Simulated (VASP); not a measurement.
Here is a VASP 6.6.1 calculation.

The input INCAR:

```
SYSTEM = Ta3N
PREC     = Accurate       ! precision mode
ENCUT    = 520            ! plane-wave cutoff, eV
EDIFF    = 1E-7           ! SCF threshold, eV
ISMEAR   = 0              ! smearing method
SIGMA    = 0.15           ! smearing width, eV
LREAL    = .FALSE.        ! projectors in reciprocal space
LASPH    = .TRUE.         ! aspherical terms in the spheres
NELM     = 80             ! most SCF steps
ALGO     = Normal         ! electronic algorithm
ISIF     = 2              ! what is computed and relaxed
LWAVE    = .FALSE.        ! write WAVECAR
LCHARG   = .FALSE.        ! write CHGCAR
GGA      = PE             ! functional
NBANDS   = 27             ! bands
```

File KPOINTS:

```
Automatic mesh
0
G
  18 18 6
  0 0 0
```

POSCAR

```
Ta3N
1.0
    3.0217748255      0.0000000000      0.0000000000
   -1.5108874128      2.6169337634      0.0000000000
    0.0000000000      0.0000000000      7.5575881873
Ta N
3 1
Direct
    0.0000000000      0.0000000000      0.5000000000
    0.3455496340      0.6910992681      0.1799571229
    0.6666666667      0.3333333333      0.8264049453
    0.0000000000      0.0000000000      0.0000000000
```

Potentials or basis: VASP PAW PBE potentials, release 64 (Ta_pv, N).

Command:

```bash
$ cat potpaw_PBE.64/Ta_pv/POTCAR potpaw_PBE.64/N/POTCAR > POTCAR
$ mpirun -np 1 vasp_std > vasp.out
```

**Question.** Predict the pressure.

**Answer.** -0.3 GPa.

**Question.** Predict the band gap on the k mesh.

**Answer.** Zero (band 19 reaches 7.12 eV, above the bottom of band 20 at 6.34 eV).

**Question.** What does it give for the largest force?

**Answer.** 0.727 eV/Å.

Stress tensor (GPa, compression positive):
```
-0.15  0.00  0.00
 0.00 -1.35 -1.05
 0.00 -1.05  0.73
```

Caveat: the cell differs from its parent crystal (atom 2 (Ta) moved -0.080 Å towards its neighbour atom 4 (N) at 2.183 Å); spin-orbit coupling is left out, which moves the levels of the heavy elements.
